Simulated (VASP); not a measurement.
The system is Nb.

```
Nb
1.0
    -1.64146    1.64146    1.64146
     1.64146   -1.64146    1.64146
     1.64146    1.64146   -1.64146
Nb
1
Direct
  0.00000 0.00000 0.00000
```

This cell differs from its parent crystal: volume scaled by 0.96.

Base run:

```yaml
Program: VASP 6.6.1
Functional: LDA
Potentials_or_basis: VASP PAW LDA potentials, release 64 (Nb_sv)
Cutoff: 500 eV
k_mesh: 11 × 11 × 11
Occupations: methfessel-paxton, width 0.01 eV
Spin: no spin polarisation
Hubbard_terms: Nb d U = 4.0 eV
```

Its results: pressure 6.5 GPa.

**Question.** The run is repeated on the same cell with these changes: occupations from methfessel-paxton, width 0.01 eV to fermi-dirac, width 0.05 eV; hubbard terms from Nb d U = 4.0 eV to none. What comes out?

**Answer.** Pressure -5.3 GPa.

Caveats: U without spin polarisation on a metal has little footing (some runs); the U is typed as a test and isn't derived for this compound (some runs).
